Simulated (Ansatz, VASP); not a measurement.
## Li2Sn: VASP beside Ansatz

```
CELL_PARAMETERS angstrom
4.74964 0.00000 0.00000
-2.37482 4.11331 0.00000
0.00000 0.00000 2.87487
ATOMIC_POSITIONS crystal
Li 0.33333 0.66667 0.50000
Li 0.66667 0.33333 0.50000
Sn 0.00000 0.00000 0.00000
```

Alike in both runs: task relaxation of cell and atoms; functional PBE; k mesh 6 × 6 × 6; occupations gaussian, width 0.1 eV; no spin polarisation.

|  | VASP | Ansatz |
| --- | --- | --- |
| version | VASP 6.6.1 | Ansatz 0.2.0 |
| potentials or method | VASP PAW PBE potentials, release 64 (Li_sv, Sn_d), cutoff 600 eV | scalar-relativistic, plane waves, PAW |
| valence electrons in the cell | 20 | 20 |

VASP gave:

| Item | Value |
| --- | --- |
| gap on the k mesh at the Fermi level, each at its own relaxed structure (eV) | none |
| relaxed volume (Å³/atom) | 19.23 |
| relaxed cell length with the largest relative difference (Å) | 3.167 |

Question: Estimate Ansatz's values.

Answer: gap on the k mesh at the Fermi level, each at its own relaxed structure (eV): none; relaxed volume (Å³/atom): 19.20; relaxed cell length with the largest relative difference (Å): 3.156.

A gap of «none» marks a metal or a gap that the smearing closes.

The k mesh is coarse, so the values compare programs but aren't converged. Noted on VASP's run: the cutoff is short for stress, so the pressure is rough.
